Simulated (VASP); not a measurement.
# TiSn2O6 (C2/m) in VASP: a series of runs

TiSn2O6 is run at these levels: PBE; tasks: single point.

Program: VASP 6.6.1. These are calculated values, not measurements. Logs are shortened: lines on timing, memory, paths and dates and some standing lists are left out, and cuts for length are marked.

## Step 1: The cell of the first run

Symmetry: C2/m, No. 12, monoclinic system. The conventional cell has a = 14.939 Å, b = 3.136 Å, c = 4.827 Å, α = 90.00°, β = 92.75°, γ = 90.00°. Ti (site symmetry 2/m) has 6 O at 1.98 to 2.00 Å within 2.6 Å. Within 2.8 Å of Sn (site symmetry m) lie 6 O at 2.08 to 2.16 Å. Within 2.9 Å of O (site symmetry m) lie 2 Ti at 2.00 Å and 1 Sn at 2.10 Å and 5 O at 2.49 to 2.83 Å. O (site symmetry m) has 3 Sn at 2.08 to 2.16 Å and 3 O at 2.72 to 2.74 Å within 2.8 Å. O (site symmetry m) has 1 Ti at 1.98 Å and 2 Sn at 2.09 Å within 2.6 Å.

## Step 2: Single point, PBE

INCAR reads:

```
PREC = Accurate
ENCUT = 520
EDIFF = 1E-6
ISMEAR = 0
SIGMA = 0.1
LREAL = F
LASPH = T
NELM = 80
ALGO = Normal
ISIF = 2
LWAVE = F
LCHARG = T
GGA = PE
LELF = T
LVHAR = T
NBANDS = 48
```

KPOINTS reads:

```
regular mesh
0
Gamma
  4 4 4
```

POSCAR reads:

```
TiSn2O6
1.0
    0.0000000000      3.1358302000      0.0000000000
   -0.2312449000      0.0000000000      4.8219249000
    7.4693077000     -1.5679151000      0.0000000000
Ti Sn O
1 2 6
Direct
    1.0000000000      0.5000000000      1.0000000000
    0.3444590000      0.9750900000      0.6889180000
    0.6555410000      0.0249100000      0.3110820000
    0.4411470000      0.6742890000      0.8822940000
    0.7739520000      0.7850730000      0.5479040000
    0.0927090000      0.8062270000      0.1854180000
    0.9072910000      0.1937730000      0.8145820000
    0.2260480000      0.2149270000      0.4520960000
    0.5588530000      0.3257110000      0.1177060000
```

Potentials or basis: VASP PAW PBE potentials, release 64 (Ti_sv, Sn_d, O).

Run with:

```bash
> cat potpaw_PBE.64/Ti_sv/POTCAR potpaw_PBE.64/Sn_d/POTCAR potpaw_PBE.64/O/POTCAR > POTCAR
> mpirun -np 1 vasp_std > vasp.out
```

OUTCAR:

```text
PREC = Accurate
   ENCUT = 520
   EDIFF = 1E-6
   ISMEAR = 0
   LREAL = F
   LASPH = T
   NELM = 80
   ISIF = 2
   GGA = PE

 ion  position               nearest neighbor table
   1  0.000  0.500  0.000-   6 1.98   7 1.98   9 2.00   4 2.00   9 2.00   4 2.00
   2  0.344  0.975  0.689-   5 2.08   5 2.08   7 2.09   7 2.09   4 2.10   8 2.16   3 3.25   3 3.25

   3  0.656  0.025  0.311-   8 2.08   8 2.08   6 2.09   6 2.09   9 2.10   5 2.16   2 3.25   2 3.25

   4  0.441  0.674  0.882-   1 2.00   1 2.00   2 2.10
   5  0.774  0.785  0.548-   2 2.08   2 2.08   3 2.16
   6  0.093  0.806  0.185-   1 1.98   3 2.09   3 2.09
   7  0.907  0.194  0.815-   1 1.98   2 2.09   2 2.09
   8  0.226  0.215  0.452-   3 2.08   3 2.08   2 2.16
   9  0.559  0.326  0.118-   1 2.00   1 2.00   3 2.10

  LATTYP: Found a base centered monoclinic cell.
 ALAT       =    14.9386154000
 B/A-ratio  =     0.2099143807
 C/A-ratio  =     0.3231535513
 COS(beta)  =    -0.0479019159

  Lattice vectors:

 A1 = (   7.4693077000,  -1.5679151000,   0.0000000000)
 A2 = (   7.4693077000,   1.5679151000,   0.0000000000)
 A3 = (  -0.2312449000,   0.0000000000,   4.8219249000)

Analysis of symmetry for initial positions (statically):
=====================================================================
 Subroutine PRICEL returns:
 Original cell was already a primitive cell.

 Routine SETGRP: Setting up the symmetry group for a
 base centered monoclinic supercell.

 Subroutine GETGRP returns: Found  4 space group operations
 (whereof  4 operations were pure point group operations)
 out of a pool of  4 trial point group operations.

The static configuration has the point symmetry C_2h.

Analysis of symmetry for dynamics (positions and initial velocities):
=====================================================================
 Subroutine PRICEL returns:
 Original cell was already a primitive cell.

 Routine SETGRP: Setting up the symmetry group for a
 base centered monoclinic supercell.

 Subroutine GETGRP returns: Found  4 space group operations
 (whereof  4 operations were pure point group operations)
 out of a pool of  4 trial point group operations.

The dynamic configuration has the point symmetry C_2h.

 Subroutine INISYM returns: Found  4 space group operations
 (whereof  4 operations are pure point group operations),
 and found     1 'primitive' translations

----------------------------------------------------------------------------------------

                                     Primitive cell

  volume of cell :     112.9414

  direct lattice vectors                    reciprocal lattice vectors
     0.000000000  3.135830200  0.000000000     0.066940608  0.318894818  0.003210269
    -0.231244900  0.000000000  4.821924900     0.000000000  0.000000000  0.207386059
     7.469307700 -1.567915100  0.000000000     0.133881216  0.000000000  0.006420537

  length of vectors
     3.135830200  4.827466618  7.632097698     0.325860792  0.207386059  0.134035083

  position of ions in fractional coordinates (direct lattice)
     1.000000000  0.500000000  1.000000000
     0.344459000  0.975090000  0.688918000
     0.655541000  0.024910000  0.311082000
     0.441147000  0.674289000  0.882294000
     0.773952000  0.785073000  0.547904000
     0.092709000  0.806227000  0.185418000
     0.907291000  0.193773000  0.814582000
     0.226048000  0.214927000  0.452096000
     0.558853000  0.325711000  0.117706000

  ion indices of the primitive-cell ions
   primitive index   ion index
                 1           1
                 2           2
                 3           3
                 4           4
                 5           5
                 6           6
                 7           7
                 8           8
                 9           9

----------------------------------------------------------------------------------------

 KPOINTS: regular mesh

Automatic generation of k-mesh.
 Grid dimensions read from file:
 generate k-points for:    4    4    4

 Generating k-lattice:

  Cartesian coordinates                     Fractional coordinates (reciprocal lattice)
     0.016735152  0.079723704  0.000802567     0.250000000 -0.000000000  0.000000000
     0.000000000  0.000000000  0.051846515     0.000000000  0.250000000  0.000000000
     0.033470304  0.000000000  0.001605134     0.000000000 -0.000000000  0.250000000

  Length of vectors
     0.081465198  0.051846515  0.033508771

  Shift w.r.t. Gamma in fractional coordinates (k-lattice)
     0.000000000  0.000000000  0.000000000

 Subroutine IBZKPT returns following result:
 ===========================================

 Found     24 irreducible k-points:

 Following reciprocal coordinates:
            Coordinates               Weight
  0.000000  0.000000  0.000000      1.000000
  0.250000  0.000000  0.000000      4.000000
  0.500000  0.000000  0.000000      2.000000
  0.000000  0.250000  0.000000      2.000000
  0.250000  0.250000  0.000000      4.000000
  0.500000  0.250000  0.000000      4.000000
[... 16 lines left out ...]
  0.000000  0.250000  0.500000      2.000000
  0.000000  0.500000  0.500000      1.000000
   k-points           NKPTS =     24   k-points in BZ     NKDIM =     24   number of bands    NBANDS=     48
   number of dos      NEDOS =    301   number of ions     NIONS =      9
   total plane-waves  NPLWV =  51840
   dimension x,y,z NGX =    24 NGY =   36 NGZ =   60
   dimension x,y,z NGXF=    48 NGYF=   72 NGZF=  120
   ions per type =               1   2   6
   NGX,Y,Z   is equivalent  to a cutoff of  12.72, 12.40, 13.07 a.u.
   NGXF,Y,Z  is equivalent  to a cutoff of  25.45, 24.80, 26.14 a.u.
 SYSTEM =  unknown system
   PREC   = accura    normal or accurate (medium, high low for compatibility)
   ISTART =      0    job   : 0-new  1-cont  2-samecut
   ICHARG =      2    charge: 1-file 2-atom 10-const
   ISPIN  =      1    spin polarized calculation?
   LNONCOLLINEAR =      F non collinear calculations
   LSORBIT =      F    spin-orbit coupling
   LASPH  =      T    aspherical Exc in radial PAW
   ENCUT  =  520.0 eV  38.22 Ry    6.18 a.u.   5.83  8.98 14.19*2*pi/ulx,y,z
   NELM   =     80;   NELMIN=  2; NELMDL= -5     # of ELM steps
   EDIFF  = 0.1E-05   stopping-criterion for ELM
   LREAL  =      F    real-space projection
   EDIFFG = 0.1E-04   stopping-criterion for IOM
   NSW    =      0    number of steps for IOM
   IBRION =     -1    ionic relax: 0-MD 1-quasi-New 2-CG
   NFREE  =      0    steps in history (QN), initial steepest desc. (CG)
   ISIF   =      2    stress and relaxation
   ISYM   =      2    0-nonsym 1-usesym 2-fastsym
   POTIM  = 0.5000    time-step for ionic-motion
   TEBEG  =    0.0;   TEEND  =   0.0 temperature during run
   PSTRESS=    0.0 pullay stress
   NELECT =      76.0000    total number of electrons
   NUPDOWN=      -1.0000    fix difference up-down
   EMIN   =  10.00;   EMAX   =-10.00  energy-range for DOS
   EFERMI =   0.00;   METHOD = LEGACY
   ISMEAR =     0;   SIGMA  =   0.10  broadening in eV -4-tet -1-fermi 0-gaus
   EFERMI_NEDOS =   21; number of points for ismear=-14 and -15
   IALGO  =     38    algorithm
   IMIX   =      4    mixing-type and parameters
     AMIX     =   0.40;   BMIX     =  1.00
     AMIX_MAG =   1.60;   BMIX_MAG =  1.00
  volume/ion in A,a.u.               =      12.55        84.69
  Fermi-wavevector in a.u.,A,eV,Ry     =   1.434591  2.710985 28.001508  2.058053
  Thomas-Fermi vector in A             =   2.553983
   LORBIT       =      0    0 simple, 1 ext, 2 COOP (PROOUT), +10 PAW based schemes
   GGA     = PE    functional components
   LHFCALC =     F    Hartree Fock is set to
   AEXX    =    0.0000 exact exchange contribution
   IVDW    =     0    specifies the selected vdW correction
   LEPSILON=     F    determine dielectric tensor
   LRPA    =     F    only Hartree local field effects (RPA)
 non-spin polarized calculation
 Gauss-broadening in eV      SIGMA  =   0.10
  energy-cutoff  :      520.00
  volume of cell :      112.94
 maximum number of plane-waves:      3066
   NGX = 11   NGY = 17   NGZ = 29

 number of electron      76.0000003 magnetization

 Free energy of the ion-electron system (eV)
  ---------------------------------------------------
  ext. energy  EPLUGINS =         0.00000000
  ---------------------------------------------------
  free energy    TOTEN  =       -63.55704376 eV

  energy without entropy =      -63.55704376  energy(sigma->0) =      -63.55704376

 E-fermi :   5.0537     XC(G=0): -10.7036

 val. band max:        4.4634442179   @ k =   0.0000   0.0000   0.5000
 cond. band min:       6.3149342077   @ k =   0.0000   0.0000   0.0000
 fundamental gap:      1.8514899898
 Fermi energy:         5.0536522133

 k-point     1 :       0.0000    0.0000    0.0000
  band No.  band energies     occupation
      1     -52.5073      2.00000
      2     -28.7509      2.00000
      3     -28.6643      2.00000
      4     -28.6221      2.00000
      5     -16.2880      2.00000
      6     -15.9659      2.00000
[... 40 lines left out ...]
     47      11.6554      0.00000
     48      13.1901      0.00000

 k-point     2 :       0.2500    0.0000    0.0000
  band No.  band energies     occupation
      1     -52.4974      2.00000
      2     -28.7579      2.00000
      3     -28.7215      2.00000
      4     -28.6550      2.00000
      5     -16.1197      2.00000
      6     -16.0276      2.00000
[... 40 lines left out ...]
     47      13.3009      0.00000
     48      13.6707      0.00000

 k-point     3 :       0.5000    0.0000    0.0000
  band No.  band energies     occupation
      1     -52.4874      2.00000
      2     -28.8904      2.00000
      3     -28.6919      2.00000
      4     -28.6457      2.00000
      5     -16.3447      2.00000
      6     -16.3306      2.00000
[... 40 lines left out ...]
     47      13.3835      0.00000
     48      14.3488      0.00000

 k-point     4 :       0.0000    0.2500    0.0000
  band No.  band energies     occupation
      1     -52.5073      2.00000
      2     -28.7512      2.00000
      3     -28.6646      2.00000
      4     -28.6220      2.00000
      5     -16.3014      2.00000
      6     -15.9623      2.00000
[... 958 lines left out ...]
     47      11.6224      0.00000
     48      13.0390      0.00000

 k-point    23 :       0.0000    0.2500    0.5000
  band No.  band energies     occupation
      1     -52.5073      2.00000
      2     -28.7512      2.00000
      3     -28.6646      2.00000
      4     -28.6220      2.00000
      5     -16.2918      2.00000
      6     -15.9742      2.00000
[... 40 lines left out ...]
     47      11.8836      0.00000
     48      13.2163      0.00000

 k-point    24 :       0.0000    0.5000    0.5000
  band No.  band energies     occupation
      1     -52.5073      2.00000
      2     -28.7514      2.00000
      3     -28.6650      2.00000
      4     -28.6220      2.00000
      5     -16.2911      2.00000
      6     -15.9883      2.00000
[... 40 lines left out ...]
     47      11.7851      0.00000
     48      13.4695      0.00000

------------------------ aborting loop because EDIFF is reached ----------------------------------------

  FORCE on cell =-STRESS in cart. coord.  units (eV):
  Direction    XX          YY          ZZ          XY          YZ          ZX
  --------------------------------------------------------------------------------------
  -------------------------------------------------------------------------------------
  Total        0.3800616      0.6755014      0.2836958      0.0000000      0.0000000      0.0422764
  in kB        5.3915206      9.5826035      4.0244843      0.0000000      0.0000000      0.5997292
  external PRESSURE =       6.3328695 kB  Pullay stress =       0.0000000 kB

 VOLUME and BASIS-vectors are now :
 -----------------------------------------------------------------------------
  energy-cutoff  :      520.00
  volume of cell :      112.94
      direct lattice vectors                 reciprocal lattice vectors
     0.000000000  3.135830200  0.000000000     0.066940608  0.318894818  0.003210269
    -0.231244900  0.000000000  4.821924900     0.000000000  0.000000000  0.207386059
     7.469307700 -1.567915100  0.000000000     0.133881216  0.000000000  0.006420537

 POSITION                                       TOTAL-FORCE (eV/Angst)
 -----------------------------------------------------------------------------------
     -0.11562      0.00000      2.41096        -0.000000      0.000000      0.000000
      4.92026      0.00000      4.70181         0.007748      0.000000      0.002149
      2.31781      1.56792      0.12011        -0.007748      0.000000     -0.002149
      6.43420      0.00000      3.25137         0.000935      0.000000      0.003170
      3.91092      1.56792      3.78556        -0.018397     -0.000000     -0.051978
      1.19851      0.00000      3.88757        -0.014231      0.000000     -0.011681
      6.03955      1.56792      0.93436         0.014231     -0.000000      0.011681
      3.32714      0.00000      1.03636         0.018397      0.000000      0.051978
      0.80386      1.56792      1.57055        -0.000935     -0.000000     -0.003170
 -----------------------------------------------------------------------------------
    total drift:                                0.000000     -0.000000      0.000000

  FREE ENERGIE OF THE ION-ELECTRON SYSTEM (eV)
  ---------------------------------------------------
  free  energy   TOTEN  =       -63.5570437636 eV

  energy  without entropy=      -63.5570437636  energy(sigma->0) =      -63.55704376
```

Wall time 2 min (1 thread of Oxide Virtual Turin-like, shared host); peak memory 0.24 GiB.

Results:

* Free energy: -63.5570 eV
* Pressure: 0.6 GPa
* Largest force: 0.055 eV/Å
* Band gap on the k mesh: 1.85 eV (least direct gap 1.97 eV)

Forces on the atoms (eV/Å):
```
Ti   0.000  0.000  0.000
Sn   0.008  0.000  0.002
Sn  -0.008  0.000 -0.002
O    0.001  0.000  0.003
O   -0.018  0.000 -0.052
O   -0.014  0.000 -0.012
O    0.014  0.000  0.012
O    0.018  0.000  0.052
O   -0.001  0.000 -0.003
```

Stress tensor (GPa, compression positive):
```
0.54 0.00 0.06
0.00 0.96 0.00
0.06 0.00 0.40
```

Levels at points of the mesh, in eV from the valence-band top:
| k point | band 35 | band 36 | band 37 | band 38 | band 39 | band 40 | band 41 | band 42 |
| --- | --- | --- | --- | --- | --- | --- | --- | --- |
| (0.00, 0.00, 0.00) | -0.68 | -0.59 | -0.16 | -0.12 | 1.85 | 2.84 | 3.09 | 3.28 |
| (0.50, 0.00, 0.00) | -1.19 | -1.00 | -0.84 | -0.71 | 2.65 | 2.82 | 3.27 | 4.71 |
| (0.00, 0.50, 0.00) | -0.87 | -0.85 | -0.71 | -0.62 | 2.35 | 2.83 | 3.36 | 3.89 |
| (0.50, 0.50, 0.00) | -0.85 | -0.74 | -0.62 | -0.53 | 2.64 | 2.72 | 2.95 | 4.70 |
| (0.00, 0.00, 0.50) | -0.77 | -0.58 | -0.55 | 0.00 | 2.15 | 2.82 | 3.27 | 3.63 |
| (0.00, 0.50, 0.50) | -1.27 | -0.71 | -0.62 | -0.58 | 2.31 | 2.86 | 2.99 | 3.44 |

Caveat: the k points lie up to 0.51 Å⁻¹ apart; spin-orbit coupling is left out, which moves the levels of the heavy elements.

[end of part 1 of 2]
